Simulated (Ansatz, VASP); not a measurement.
**One calculation of V, two programs**

```
V
1.0
    -1.51435    1.51435    1.51435
     1.51435   -1.51435    1.51435
     1.51435    1.51435   -1.51435
V
1
Direct
  0.00000 0.00000 0.00000
```

Alike in both runs: functional BLYP; k mesh 12 × 12 × 12; occupations fermi-dirac, width 0.05 eV; collinear spin.

|  | VASP | Ansatz |
| --- | --- | --- |
| version | VASP 6.6.1 | Ansatz 0.2.0 |
| potentials or method | VASP PAW PBE potentials, release 64 (V_sv), cutoff 520 eV | all-electron LAPW, scalar-relativistic |
| task | single point | band structure |

```tsv
	VASP	Ansatz	Ansatz less VASP
gap on the k mesh at the Fermi level (eV)	none	none	-
pressure (GPa)	-0.4	-0.7	-0.22
net moment per atom (μB)	0.00	0.00	-0.001
```

VASP's potentials were made for PBE, not for BLYP. A gap of «none» marks a metal or a gap that the smearing closes. Ansatz ran all-electron here, and VASP with PAW potentials.
